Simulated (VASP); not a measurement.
# Co (P6_3/mmc) in VASP: a series of runs

The runs below take Co through single point, with PBE, r2SCAN.

Everything below comes from runs of VASP 6.6.1. Logs are shortened: lines on timing, memory, paths and dates and some standing lists are left out, and cuts for length are marked.

### 1 The cell of the first run

The structure is hexagonal, space group P6_3/mmc (No. 194). Conventional cell: a = 2.471 Å, b = 2.471 Å, c = 8.088 Å, α = 90.00°, β = 90.00°, γ = 120.00°. Co (site symmetry -6m2) has 12 Co at 2.47 Å within 3.3 Å. Within 3.3 Å of Co (site symmetry -3m) lie 12 Co at 2.47 Å.

### 2 Single point, PBE, collinear spin, ferromagnetic start

INCAR reads:

```
SYSTEM = Co
ALGO = Normal
EDIFF = 1E-6
ENCUT = 600
GGA = PE
GGA_COMPAT = .FALSE.
ISIF = 2
ISMEAR = -1
ISPIN = 2
LASPH = .TRUE.
LCHARG = .FALSE.
LMAXMIX = 4
LORBIT = 11
LREAL = .FALSE.
LWAVE = .FALSE.
MAGMOM = 2 2 2 2
NBANDS = 46
NELM = 200
NUPDOWN = 8.0
PREC = Accurate
SIGMA = 0.05
```

KPOINTS reads:

```
k-points
0
G
  10 10 3
  0 0 0
```

POSCAR reads:

```
Co
1.0
    2.4705617809      0.0000000000      0.0000000000
   -1.2352808905      2.1395692639      0.0000000000
    0.0000000000      0.0000000000      8.0882338000
Co
4
Direct
    0.6666666667      0.3333333333      0.7500000000
    0.0000000000      0.0000000000      0.5000000000
    0.3333333333      0.6666666667      0.2500000000
    0.0000000000      0.0000000000      0.0000000000
```

Potentials or basis: VASP PAW PBE potentials, release 64 (Co_sv).

The run is started by

```bash
> cat potpaw_PBE.64/Co_sv/POTCAR > POTCAR
> mpirun -np 1 vasp_std > vasp.out
```

OUTCAR:

```text
SYSTEM = Co
   EDIFF = 1E-6
   ENCUT = 600
   GGA = PE
   ISIF = 2
   ISMEAR = -1
   ISPIN = 2
   LASPH = .TRUE.
   LORBIT = 11
   LREAL = .FALSE.
   NELM = 200
   NUPDOWN = 8.0
   PREC = Accurate

 ion  position               nearest neighbor table
   1  0.667  0.333  0.750-   2 2.47   4 2.47   2 2.47   4 2.47   2 2.47   4 2.47
   2  0.000  0.000  0.500-   1 2.47   3 2.47   1 2.47   3 2.47   1 2.47   3 2.47
   3  0.333  0.667  0.250-   2 2.47   4 2.47   2 2.47   4 2.47   2 2.47   4 2.47
   4  0.000  0.000  0.000-   1 2.47   3 2.47   1 2.47   3 2.47   1 2.47   3 2.47

  LATTYP: Found a hexagonal cell.
 ALAT       =     2.4705617809
 C/A-ratio  =     3.2738439745

  Lattice vectors:

 A1 = (   2.4705617809,   0.0000000000,   0.0000000000)
 A2 = (  -1.2352808905,   2.1395692639,   0.0000000000)
 A3 = (   0.0000000000,   0.0000000000,   8.0882338000)

Analysis of symmetry for initial positions (statically):
=====================================================================
 Subroutine PRICEL returns:
 Original cell was already a primitive cell.

 Routine SETGRP: Setting up the symmetry group for a
 hexagonal supercell.

 Subroutine GETGRP returns: Found 24 space group operations
 (whereof 12 operations were pure point group operations)
 out of a pool of 24 trial point group operations.

The static configuration has the point symmetry D_3d.
 The point group associated with its full space group is D_6h.

Analysis of symmetry for dynamics (positions and initial velocities):
=====================================================================
 Subroutine PRICEL returns:
 Original cell was already a primitive cell.

 Routine SETGRP: Setting up the symmetry group for a
 hexagonal supercell.

 Subroutine GETGRP returns: Found 24 space group operations
 (whereof 12 operations were pure point group operations)
 out of a pool of 24 trial point group operations.

The dynamic configuration has the point symmetry D_3d.
 The point group associated with its full space group is D_6h.

Analysis of structural, dynamic, and magnetic symmetry:
=====================================================================
 Subroutine PRICEL returns:
 Original cell was already a primitive cell.

 Routine SETGRP: Setting up the symmetry group for a
 hexagonal supercell.

 Subroutine GETGRP returns: Found 24 space group operations
 (whereof 12 operations were pure point group operations)
 out of a pool of 24 trial point group operations.

The overall configuration has the point symmetry D_3d.
[... 131 lines left out ...]
   AEXX    =    0.0000 exact exchange contribution
   IVDW    =     0    specifies the selected vdW correction
   LEPSILON=     F    determine dielectric tensor
   LRPA    =     F    only Hartree local field effects (RPA)
 spin polarized calculation
  energy-cutoff  :      600.00
  volume of cell :       42.75
 maximum number of plane-waves:      1453
 NGX is ok and might be reduce to    20
   NGX =  9   NGY =  9   NGZ = 33

 number of electron      68.0000018 magnetization       8.0000002

 Free energy of the ion-electron system (eV)
  ---------------------------------------------------
  ext. energy  EPLUGINS =         0.00000000
  ---------------------------------------------------
  free energy    TOTEN  =       -27.96189912 eV

  energy without entropy =      -27.92984322  energy(sigma->0) =      -27.94587117

 E-fermi :  12.1430     XC(G=0): -14.0145

 val. band max:       13.3971870997   @ k =   0.3000   0.0000   0.3333
 cond. band min:      12.1546176385   @ k =   0.2000   0.0000   0.0000
 fundamental gap:     -1.2425694612
 Fermi energy:        13.3977238904

 spin component 1

 k-point     1 :       0.0000    0.0000    0.0000
  band No.  band energies     occupation
      1     -84.1393      1.00000
      2     -84.1174      1.00000
      3     -84.1025      1.00000
      4     -84.0806      1.00000
      5     -47.5322      1.00000
      6     -47.3940      1.00000
[... 1165 lines left out ...]
     45      25.2754      0.00000
     46      25.9236      0.00000

 [... further k-points ...]

 spin component 2

 k-point     1 :       0.0000    0.0000    0.0000
  band No.  band energies     occupation
      1     -81.7102      1.00000
      2     -81.6830      1.00000
      3     -81.6757      1.00000
      4     -81.6483      1.00000
      5     -45.1724      1.00000
      6     -44.9987      1.00000
[... 1165 lines left out ...]
     45      25.9073      0.00000
     46      26.5084      0.00000

 [... further k-points ...]

------------------------ aborting loop because EDIFF is reached ----------------------------------------

  FORCE on cell =-STRESS in cart. coord.  units (eV):
  Direction    XX          YY          ZZ          XY          YZ          ZX
  --------------------------------------------------------------------------------------
  -------------------------------------------------------------------------------------
  Total        2.3798498      2.3798498      1.9863587     -0.0000000      0.0000000      0.0000000
  in kB       89.1834698     89.1834698     74.4376214     -0.0000000      0.0000000      0.0000000
  external PRESSURE =      84.2681870 kB  Pullay stress =       0.0000000 kB

 VOLUME and BASIS-vectors are now :
 -----------------------------------------------------------------------------
  energy-cutoff  :      600.00
  volume of cell :       42.75
      direct lattice vectors                 reciprocal lattice vectors
     2.470561781  0.000000000  0.000000000     0.404766239  0.233691897  0.000000000
    -1.235280890  2.139569264  0.000000000     0.000000000  0.467383794  0.000000000
     0.000000000  0.000000000  8.088233800     0.000000000  0.000000000  0.123636386

 POSITION                                       TOTAL-FORCE (eV/Angst)
 -----------------------------------------------------------------------------------
      1.23528      0.71319      6.06618         0.000000     -0.000000     -0.000000
      0.00000      0.00000      4.04412         0.000000     -0.000000      0.000000
     -0.00000      1.42638      2.02206        -0.000000      0.000000      0.000000
      0.00000      0.00000      0.00000         0.000000     -0.000000      0.000000
 -----------------------------------------------------------------------------------
    total drift:                                0.000000     -0.000000      0.000000

  FREE ENERGIE OF THE ION-ELECTRON SYSTEM (eV)
  ---------------------------------------------------
  free  energy   TOTEN  =       -27.9618991180 eV

  energy  without entropy=      -27.9298432188  energy(sigma->0) =      -27.94587117

 total charge

# of ion       s       p       d       tot
------------------------------------------
    1        2.258   6.136   6.647  15.041
    2        2.259   6.133   6.654  15.046
    3        2.258   6.136   6.647  15.041
    4        2.259   6.133   6.654  15.046
--------------------------------------------------
tot          9.034  24.538  26.602  60.173

 magnetization (x)

# of ion       s       p       d       tot
------------------------------------------
    1        0.006   0.003   1.996   2.005
    2        0.006   0.003   1.978   1.987
    3        0.006   0.003   1.996   2.005
    4        0.006   0.003   1.978   1.987
--------------------------------------------------
tot          0.025   0.013   7.947   7.985
```

OSZICAR:

```text
N       E                     dE             d eps       ncg     rms          rms(c)
DAV:   1     0.172989274238E+04    0.17299E+04   -0.36939E+04  6520   0.489E+03
DAV:   2     0.305903120077E+03   -0.14240E+04   -0.13745E+04  6696   0.127E+03
DAV:   3    -0.992548984111E+01   -0.31583E+03   -0.30675E+03  7708   0.631E+02
DAV:   4    -0.315455585542E+02   -0.21620E+02   -0.21557E+02  7992   0.153E+02
DAV:   5    -0.326837820827E+02   -0.11382E+01   -0.11381E+01  7990   0.498E+01    0.252E+01
DAV:   6    -0.288337551233E+02    0.38500E+01   -0.35617E+01  6912   0.115E+02    0.253E+01
DAV:   7    -0.280550752615E+02    0.77868E+00   -0.47384E+00  6960   0.436E+01    0.899E+00
DAV:   8    -0.283218714439E+02   -0.26680E+00   -0.13473E+00  6680   0.352E+01    0.124E+01
DAV:   9    -0.281913025997E+02    0.13057E+00   -0.24635E+00  7344   0.316E+01    0.955E+00
DAV:  10    -0.279575658090E+02    0.23374E+00   -0.48391E-01  7530   0.146E+01    0.849E-01
DAV:  11    -0.279620453087E+02   -0.44795E-02   -0.43103E-02  7228   0.242E+00    0.449E-01
DAV:  12    -0.279617762725E+02    0.26904E-03   -0.41716E-03  8400   0.738E-01    0.181E-01
DAV:  13    -0.279618548945E+02   -0.78622E-04   -0.33681E-04  8026   0.300E-01    0.841E-02
DAV:  14    -0.279618967004E+02   -0.41806E-04   -0.31472E-05  8994   0.114E-01    0.401E-02
DAV:  15    -0.279619063679E+02   -0.96674E-05   -0.88939E-06  6570   0.649E-02    0.133E-02
DAV:  16    -0.279618985155E+02    0.78523E-05   -0.81680E-07  3536   0.303E-02    0.375E-03
DAV:  17    -0.279618991180E+02   -0.60247E-06   -0.31309E-07  3530   0.159E-02
   1 F= -.27961899E+02 E0= -.27945871E+02  d E =-.320559E-01  mag=     8.0000
```

Run time: 2.8 min. Hardware: 1 thread of Intel Xeon Platinum 8259CL at 2.50GHz (Skylake/Cascade Lake), shared host; peak memory 0.24 GiB.

What came out:

* Free energy: -27.9619 eV
* Pressure: 8.4 GPa
* Net moment: 8.00 μB per cell
* Site moments: Co +2.00, +1.99 (each value once) μB
* Valence electrons inside the program's atomic spheres: Co 15.04, 15.05 (each value once)

Stress tensor (GPa, compression positive):
```
8.92 0.00 0.00
0.00 8.92 0.00
0.00 0.00 7.44
```

Caveat: the cell stands under pressure; the total moment is fixed, so each spin has its own Fermi level.

### 3 Single point, r2SCAN, collinear spin, ferromagnetic start

This run uses another cell than the first one, of 11.33 Å³/atom.

POSCAR reads:

```
Co
1.0
    2.5190164704      0.0000000000      0.0000000000
   -1.2595082352      2.1815322559      0.0000000000
    0.0000000000      0.0000000000      8.2468668932
Co
4
Direct
    0.6666666667      0.3333333333      0.7500000000
    0.0000000000      0.0000000000      0.5000000000
    0.3333333333      0.6666666667      0.2500000000
    0.0000000000      0.0000000000      0.0000000000
```

INCAR.step1 reads:

```
PREC = Accurate
ENCUT = 520
ISMEAR = -1
SIGMA = 0.05
LREAL = F
LASPH = T
NELM = 150
ISPIN = 2
MAGMOM = 2 2 2 2
LMAXMIX = 4
NBANDS = 30
GGA = PE
ALGO = Normal
EDIFF = 1E-4
LWAVE = T
LCHARG = F
```

INCAR.step2 reads:

```
PREC = Accurate
ENCUT = 520
EDIFF = 1E-6
ISMEAR = -1
SIGMA = 0.05
LREAL = F
LASPH = T
NELM = 150
ALGO = Normal
ISIF = 2
LWAVE = F
LCHARG = F
ISPIN = 2
MAGMOM = 2 2 2 2
LORBIT = 11
LMAXMIX = 4
METAGGA = R2SCAN
LMIXTAU = T
NBANDS = 30
ISTART = 1
```

KPOINTS reads:

```
Automatic mesh
0
Gamma
  12 12 4
```

Potentials or basis: VASP PAW PBE potentials, release 64 (Co).

The run is started by

```bash
> cat potpaw_PBE.64/Co/POTCAR > POTCAR
> cp INCAR.step1 INCAR
> mpirun -np 1 vasp_std > vasp.out
> cp INCAR.step2 INCAR
> mpirun -np 1 vasp_std > vasp.out
```

Run time: 19 min. Hardware: 1 thread of Intel Xeon 8259CL, shared host; peak memory 0.26 GiB.

Results (log left out):

| Property | Result |
| --- | --- |
| Free energy | -52.7920 eV |
| Pressure | -11.8 GPa |
| Net moment | 7.10 μB per cell |
| Site moments | Co +1.87, +1.83 (each value once) μB |
| Valence electrons inside the program's atomic spheres | Co 8.21, 8.22 (each value once) |

Stress tensor (GPa, compression positive):
```
-11.97   0.00   0.00
  0.00 -11.97   0.00
  0.00   0.00 -11.45
```

Levels at points of the mesh, in eV from the Fermi level:
Spin up:
```
           k point  band 19  band 20  band 21  band 22  band 23  band 24  band 25  band 26
(0.00, 0.00, 0.00)    -2.50    -2.11    -2.11    -1.75    -1.75    -0.51     5.49    14.30
(0.50, 0.00, 0.00)    -1.41    -1.39    -0.04     1.08     1.86     2.57     6.34     6.35
(0.00, 0.00, 0.50)    -2.39    -2.39    -1.90    -1.90    -1.90    -1.90     8.63     8.63
(0.50, 0.00, 0.50)    -1.45    -1.45     0.70     0.70     2.31     2.31     6.77     6.77
```
Spin down:
| k point | band 12 | band 13 | band 14 | band 15 | band 16 | band 17 |
| --- | --- | --- | --- | --- | --- | --- |
| (0.00, 0.00, 0.00) | -1.01 | -0.90 | -0.90 | -0.81 | -0.81 | 0.50 |
| (0.50, 0.00, 0.00) | -0.08 | -0.07 | 0.17 | 0.99 | 1.13 | 1.17 |
| (0.00, 0.00, 0.50) | -1.05 | -0.92 | -0.92 | -0.92 | -0.92 | 0.60 |
| (0.50, 0.00, 0.50) | -0.69 | -0.45 | -0.45 | 0.87 | 0.87 | 1.25 |

Caveat: the cell stands under tension; the PAW data sets were made with another functional, which shifts forces and pressure a little.
